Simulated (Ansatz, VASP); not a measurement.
# Yb in VASP and in Ansatz

```
Yb
1.0
    -1.57342    1.57342    1.57342
     1.57342   -1.57342    1.57342
     1.57342    1.57342   -1.57342
Yb
1
Direct
  0.00000 0.00000 0.00000
```

Change from the starting cell: volume scaled by 0.45, LAPW.

Alike in both runs: task single point; functional PBE; k mesh 14 × 14 × 14; occupations fermi-dirac, width 0.08 eV; no spin polarisation.

```csv
,VASP,Ansatz
version,VASP 6.6.1,Ansatz 0.2.0
potentials or method,"VASP PAW PBE potentials, release 64 (Yb), cutoff 520 eV","all-electron LAPW, scalar-relativistic"
```

Ansatz gave:

* pressure (GPa): 72.2

Problem. Estimate VASP's values.

Solution. Pressure (GPa): 72.5.

Both programs put the cell under a high pressure, so it lies far from rest at this level. Ansatz ran all-electron here, and VASP with PAW potentials.

Neither program's run includes spin-orbit coupling. Noted on VASP's run: the cell as given lies far from equilibrium.
